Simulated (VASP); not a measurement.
A run of VASP 6.6.1 is set up as follows.

INCAR

```
PREC = Accurate ; ENCUT = 520
EDIFF = 1E-7 ; ISMEAR = 0
SIGMA = 0.1 ; LREAL = F
LASPH = T ; NELM = 60
ALGO = Normal ; ISIF = 2
LWAVE = F ; LCHARG = T
GGA = PE ; LELF = T
LVHAR = T ; NBANDS = 25
```

File KPOINTS:

```
Automatic mesh
0
Gamma
  6 6 4
```

Contents of POSCAR:

```
BaBr
1.0
    4.9489852800      0.0000000000      0.0000000000
   -2.4744926400      4.2859469700      0.0000000000
    0.0000000000      0.0000000000      6.3020708300
Ba Br
2 2
Direct
    0.0000000000      0.0000000000      0.5000000000
    0.0000000000      0.0000000000      0.0000000000
    0.3333333300      0.6666666700      0.2500000000
    0.6666666700      0.3333333300      0.7500000000
```

Potentials or basis: VASP PAW PBE potentials, release 64 (Ba_sv, Br).

Launch:

```sh
$ cat potpaw_PBE.64/Ba_sv/POTCAR potpaw_PBE.64/Br/POTCAR > POTCAR
$ mpirun -np 1 vasp_std > vasp.out
```

Problem. Predict the pressure.

Solution. 6.0 GPa.

Problem. Predict the band gap on the k mesh.

Solution. Zero (band 17 reaches 5.93 eV, above the bottom of band 18 at 4.15 eV).

Stress tensor (GPa, compression positive):
```
 3.02  0.00  0.00
 0.00  3.02  0.00
 0.00  0.00 12.06
```

Caveat: spin-orbit coupling is left out, which moves the levels of the heavy elements.
